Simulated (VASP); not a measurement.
# AgI (F-43m) in VASP: single point with PBEsol

Aim: the single point of AgI with PBEsol.

Everything below comes from runs of VASP 6.6.1. Logs are shortened: lines on timing, memory, paths and dates and some standing lists are left out, and cuts for length are marked.

**1. The cell of the first run**

It takes space group F-43m (No. 216, cubic). Conventional cell: a = 6.603 Å, b = 6.603 Å, c = 6.603 Å, α = 90.00°, β = 90.00°, γ = 90.00°. Ag (site symmetry -43m) has 4 I at 2.86 Å within 3.8 Å. I (site symmetry -43m) has 4 Ag at 2.86 Å within 3.8 Å.

**2. Single point, PBEsol, non-collinear spin, zero start, spin-orbit coupling**

The input, INCAR:

```
PREC = Accurate
ENCUT = 500
EDIFF = 1E-6
ISMEAR = 0
SIGMA = 0.01
LREAL = False
LASPH = True
NELM = 200
ALGO = Normal
ISIF = 2
LWAVE = False
LCHARG = False
MAGMOM = 0 0 0 0 0 0
LORBIT = 11
LSORBIT = True
GGA_COMPAT = False
LORBMOM = True
LMAXMIX = 4
GGA = PS
NBANDS = 30
```

The input, KPOINTS:

```
regular mesh
0
Gamma
  6 6 6
```

The input, POSCAR:

```
AgI
1.0
    3.3015582936      3.3015582936      0.0000000000
   -3.3015582936      3.3015582936      0.0000000000
    0.0000000000      3.3015582936      3.3015582936
Ag I
1 1
Direct
    0.0000000000      0.0000000000      0.0000000000
    0.7500000000      0.2500000000      0.5000000000
```

Potentials or basis: VASP PAW PBE potentials, release 64 (Ag, I).

Command:

```
$ cat potpaw_PBE.64/Ag/POTCAR potpaw_PBE.64/I/POTCAR > POTCAR
$ mpirun -np 1 vasp_ncl > vasp.out
```

OUTCAR:

```text
PREC = Accurate
   ENCUT = 500
   EDIFF = 1E-6
   ISMEAR = 0
   LREAL = False
   LASPH = True
   NELM = 200
   ISIF = 2
   LORBIT = 11
   LSORBIT = True
   GGA = PS

 ion  position               nearest neighbor table
   1  0.000  0.000  0.000-   2 2.86   2 2.86   2 2.86   2 2.86
   2  0.750  0.250  0.500-   1 2.86   1 2.86   1 2.86   1 2.86

  LATTYP: Found a face centered cubic cell.
 ALAT       =     6.6031165872

  Lattice vectors:

 A1 = (   0.0000000000,   3.3015582936,   3.3015582936)
 A2 = (   3.3015582936,   0.0000000000,   3.3015582936)
 A3 = (   3.3015582936,   3.3015582936,   0.0000000000)

Analysis of symmetry for initial positions (statically):
=====================================================================
 Subroutine PRICEL returns:
 Original cell was already a primitive cell.

 Routine SETGRP: Setting up the symmetry group for a
 face centered cubic supercell.

 Subroutine GETGRP returns: Found 24 space group operations
 (whereof 24 operations were pure point group operations)
 out of a pool of 48 trial point group operations.

The static configuration has the point symmetry T_d .

Analysis of symmetry for dynamics (positions and initial velocities):
=====================================================================
 Subroutine PRICEL returns:
 Original cell was already a primitive cell.

 Routine SETGRP: Setting up the symmetry group for a
 face centered cubic supercell.

 Subroutine GETGRP returns: Found 24 space group operations
 (whereof 24 operations were pure point group operations)
 out of a pool of 48 trial point group operations.

The dynamic configuration has the point symmetry T_d .

Analysis of structural, dynamic, and magnetic symmetry:
=====================================================================
 Subroutine PRICEL returns:
 Original cell was already a primitive cell.

 Routine SETGRP: Setting up the symmetry group for a
 face centered cubic supercell.

 Subroutine GETGRP returns: Found 24 space group operations
 (whereof 24 operations were pure point group operations)
 out of a pool of 48 trial point group operations.

The overall configuration has the point symmetry T_d .

 Subroutine INISYM returns: Found 24 space group operations
 (whereof 24 operations are pure point group operations),
 and found     1 'primitive' translations

----------------------------------------------------------------------------------------

                                     Primitive cell

  volume of cell :      71.9759

  direct lattice vectors                    reciprocal lattice vectors
     3.301558294  3.301558294  0.000000000     0.151443638  0.151443638 -0.151443638
    -3.301558294  3.301558294  0.000000000    -0.151443638  0.151443638 -0.151443638
     0.000000000  3.301558294  3.301558294     0.000000000  0.000000000  0.302887277

  length of vectors
     4.669108516  4.669108516  4.669108516     0.262308076  0.262308076  0.302887277

  position of ions in fractional coordinates (direct lattice)
     0.000000000  0.000000000  0.000000000
     0.750000000  0.250000000  0.500000000

  ion indices of the primitive-cell ions
   primitive index   ion index
                 1           1
                 2           2

----------------------------------------------------------------------------------------

 KPOINTS: regular mesh

Automatic generation of k-mesh.
 Grid dimensions read from file:
 generate k-points for:    6    6    6

 Generating k-lattice:

  Cartesian coordinates                     Fractional coordinates (reciprocal lattice)
     0.025240606  0.025240606 -0.025240606     0.166666667  0.000000000  0.000000000
    -0.025240606  0.025240606 -0.025240606     0.000000000  0.166666667  0.000000000
     0.000000000  0.000000000  0.050481213     0.000000000  0.000000000  0.166666667

  Length of vectors
     0.043718013  0.043718013  0.050481213

  Shift w.r.t. Gamma in fractional coordinates (k-lattice)
     0.000000000  0.000000000  0.000000000

 Subroutine IBZKPT returns following result:
 ===========================================

 Found     22 irreducible k-points:

 Following reciprocal coordinates:
            Coordinates               Weight
  0.000000  0.000000  0.000000      1.000000
  0.166667  0.000000  0.000000      4.000000
 -0.166667  0.000000  0.000000      4.000000
  0.333333  0.000000  0.000000      4.000000
[... 39 lines left out ...]
   NSW    =      0    number of steps for IOM
   IBRION =     -1    ionic relax: 0-MD 1-quasi-New 2-CG
   NFREE  =      0    steps in history (QN), initial steepest desc. (CG)
   ISIF   =      2    stress and relaxation
   ISYM   =      2    0-nonsym 1-usesym 2-fastsym
   POTIM  = 0.5000    time-step for ionic-motion
   TEBEG  =    0.0;   TEEND  =   0.0 temperature during run
   PSTRESS=    0.0 pullay stress
   NELECT =      18.0000    total number of electrons
   NUPDOWN=      -1.0000    fix difference up-down
   EMIN   =  10.00;   EMAX   =-10.00  energy-range for DOS
   EFERMI =   0.00;   METHOD = LEGACY
   ISMEAR =     0;   SIGMA  =   0.01  broadening in eV -4-tet -1-fermi 0-gaus
   EFERMI_NEDOS =   21; number of points for ismear=-14 and -15
   IALGO  =     38    algorithm
   IMIX   =      4    mixing-type and parameters
     AMIX     =   0.40;   BMIX     =  1.00
     AMIX_MAG =   1.60;   BMIX_MAG =  1.00
  volume/ion in A,a.u.               =      35.99       242.86
  Fermi-wavevector in a.u.,A,eV,Ry     =   1.031423  1.949106 14.474325  1.063833
  Thomas-Fermi vector in A             =   2.165570
   LORBIT       =     11    0 simple, 1 ext, 2 COOP (PROOUT), +10 PAW based schemes
   GGA     = PS    functional components
   LHFCALC =     F    Hartree Fock is set to
   AEXX    =    0.0000 exact exchange contribution
   IVDW    =     0    specifies the selected vdW correction
   LEPSILON=     F    determine dielectric tensor
   LRPA    =     F    only Hartree local field effects (RPA)
 Gauss-broadening in eV      SIGMA  =   0.01
  energy-cutoff  :      500.00
  volume of cell :       71.98
 maximum number of plane-waves:      3706
 NGX is ok and might be reduce to    36
   NGX = 17   NGY = 17   NGZ = 17

 number of electron      18.0000000 magnetization       0.0000000      0.0000000      0.0000000

 number of electron      18.0000003 magnetization      -0.0000000     -0.0000000      0.0000000

 number of electron      18.0000003 magnetization      -0.0000000     -0.0000000     -0.0000000

 number of electron      18.0000003 magnetization       0.0000000      0.0000000     -0.0000000

 Free energy of the ion-electron system (eV)
  ---------------------------------------------------
  ext. energy  EPLUGINS =         0.00000000
  ---------------------------------------------------
  free energy    TOTEN  =        -5.57556177 eV

  energy without entropy =       -5.57556177  energy(sigma->0) =       -5.57556177

 E-fermi :   2.7353     XC(G=0):  -8.4059

 val. band max:        2.6904905203   @ k =   0.0000   0.0000   0.0000
 cond. band min:       3.6760110655   @ k =   0.0000   0.0000   0.0000
 fundamental gap:      0.9855205451
 Fermi energy:         2.7353037708

 k-point     1 :       0.0000    0.0000    0.0000
  band No.  band energies     occupation
      1     -10.1076      1.00000
      2     -10.1076      1.00000
      3      -1.6064      1.00000
      4      -1.6064      1.00000
      5      -1.5079      1.00000
      6      -1.5079      1.00000
[... 715 lines left out ...]
     29      13.7729      0.00000
     30      13.7825      0.00000

------------------------ aborting loop because EDIFF is reached ----------------------------------------

  FORCE on cell =-STRESS in cart. coord.  units (eV):
  Direction    XX          YY          ZZ          XY          YZ          ZX
  --------------------------------------------------------------------------------------
  -------------------------------------------------------------------------------------
  Total       -0.8922568     -0.8922568     -0.8922568      0.0000000     -0.0000000      0.0000000
  in kB      -19.8615678    -19.8615678    -19.8615678      0.0000000     -0.0000000      0.0000000
  external PRESSURE =     -19.8615678 kB  Pullay stress =       0.0000000 kB

 VOLUME and BASIS-vectors are now :
 -----------------------------------------------------------------------------
  energy-cutoff  :      500.00
  volume of cell :       71.98
      direct lattice vectors                 reciprocal lattice vectors
     3.301558294  3.301558294  0.000000000     0.151443638  0.151443638 -0.151443638
    -3.301558294  3.301558294  0.000000000    -0.151443638  0.151443638 -0.151443638
     0.000000000  3.301558294  3.301558294     0.000000000  0.000000000  0.302887277

 POSITION                                       TOTAL-FORCE (eV/Angst)
 -----------------------------------------------------------------------------------
      0.00000      0.00000      0.00000         0.000000     -0.000000     -0.000000
      1.65078      4.95234      1.65078        -0.000000      0.000000      0.000000
 -----------------------------------------------------------------------------------
    total drift:                               -0.000000      0.000000     -0.000000

  FREE ENERGIE OF THE ION-ELECTRON SYSTEM (eV)
  ---------------------------------------------------
  free  energy   TOTEN  =        -5.5755617683 eV

  energy  without entropy=       -5.5755617683  energy(sigma->0) =       -5.57556177

 orbital moment (x)

 # of ion     p       d       tot
 ----------------------------------------
  1         0.000   0.000   0.000
  2        -0.000  -0.000  -0.000
 ----------------------------------------
           -0.000   0.000   0.000

 orbital moment (y)

 # of ion     p       d       tot
 ----------------------------------------
  1         0.000  -0.000  -0.000
  2         0.000  -0.000   0.000
 ----------------------------------------
            0.000  -0.000  -0.000

 orbital moment (z)

 # of ion     p       d       tot
 ----------------------------------------
  1        -0.000  -0.000  -0.000
  2         0.000  -0.000  -0.000
 ----------------------------------------
           -0.000  -0.000  -0.000

 Spin-Orbit-Coupling matrix elements

 Ion:    1  E_soc:     -0.0452951
 l=   1
     0.0000000    -0.0018360    -0.0018360
    -0.0018360     0.0000000    -0.0018360
    -0.0018360    -0.0018360     0.0000000
 l=   2
     0.0000000    -0.0011719     0.0000000    -0.0011719    -0.0045413
    -0.0011719     0.0000000    -0.0034060    -0.0011719    -0.0011353
     0.0000000    -0.0034060     0.0000000    -0.0034060     0.0000000
    -0.0011719    -0.0011719    -0.0034060     0.0000000    -0.0011353
    -0.0045413    -0.0011353     0.0000000    -0.0011353     0.0000000
 l=   3
     0.0000000     0.0000000     0.0000000     0.0000000     0.0000000     0.0000000     0.0000000
     0.0000000     0.0000000     0.0000000     0.0000000     0.0000000     0.0000000     0.0000000
     0.0000000     0.0000000     0.0000000     0.0000000     0.0000000     0.0000000     0.0000000
     0.0000000     0.0000000     0.0000000     0.0000000     0.0000000     0.0000000     0.0000000
     0.0000000     0.0000000     0.0000000     0.0000000     0.0000000     0.0000000     0.0000000
     0.0000000     0.0000000     0.0000000     0.0000000     0.0000000     0.0000000     0.0000000
     0.0000000     0.0000000     0.0000000     0.0000000     0.0000000     0.0000000     0.0000000

 Ion:    2  E_soc:     -0.2675693
 l=   1
     0.0000000    -0.0444960    -0.0444960
    -0.0444960     0.0000000    -0.0444960
    -0.0444960    -0.0444960     0.0000000
 l=   2
     0.0000000    -0.0000352     0.0000000    -0.0000352    -0.0000637
    -0.0000352     0.0000000    -0.0000477    -0.0000352    -0.0000159
     0.0000000    -0.0000477     0.0000000    -0.0000477     0.0000000
    -0.0000352    -0.0000352    -0.0000477     0.0000000    -0.0000159
    -0.0000637    -0.0000159     0.0000000    -0.0000159     0.0000000
 l=   3
     0.0000000     0.0000000     0.0000000     0.0000000     0.0000000     0.0000000     0.0000000
     0.0000000     0.0000000     0.0000000     0.0000000     0.0000000     0.0000000     0.0000000
     0.0000000     0.0000000     0.0000000     0.0000000     0.0000000     0.0000000     0.0000000
     0.0000000     0.0000000     0.0000000     0.0000000     0.0000000     0.0000000     0.0000000
     0.0000000     0.0000000     0.0000000     0.0000000     0.0000000     0.0000000     0.0000000
     0.0000000     0.0000000     0.0000000     0.0000000     0.0000000     0.0000000     0.0000000
     0.0000000     0.0000000     0.0000000     0.0000000     0.0000000     0.0000000     0.0000000

 total charge

# of ion       s       p       d       tot
------------------------------------------
    1        0.293   0.203   9.292   9.787
    2        1.498   2.729   0.030   4.257
--------------------------------------------------
tot          1.790   2.932   9.322  14.045

 magnetization (x)

# of ion       s       p       d       tot
------------------------------------------
    1        0.000   0.000   0.000   0.000
    2       -0.000   0.000   0.000   0.000
--------------------------------------------------
tot         -0.000   0.000   0.000   0.000

 magnetization (y)

# of ion       s       p       d       tot
------------------------------------------
    1       -0.000  -0.000  -0.000  -0.000
    2       -0.000   0.000  -0.000  -0.000
--------------------------------------------------
tot         -0.000  -0.000  -0.000  -0.000

 magnetization (z)

# of ion       s       p       d       tot
------------------------------------------
    1       -0.000   0.000   0.000   0.000
    2       -0.000   0.000   0.000   0.000
--------------------------------------------------
tot         -0.000   0.000   0.000   0.000
```

Wall time 81 s (1 thread of Intel Xeon Platinum 8488C (Sapphire Rapids), shared host); peak memory 0.41 GiB.

Results:

```yaml
Free_energy: -5.5756 eV
Pressure: -2.0 GPa
Net_moment: 0.00 μB per cell
Valence_electrons_inside_the_program's_atomic_spheres: Ag 9.79; I 4.26
```

Moments on the atoms (μB; x, y, z):
```
Ag  0.00 0.00 0.00
I   0.00 0.00 0.00
```

Caveat: the PAW data sets were made with another functional, which shifts forces and pressure a little.
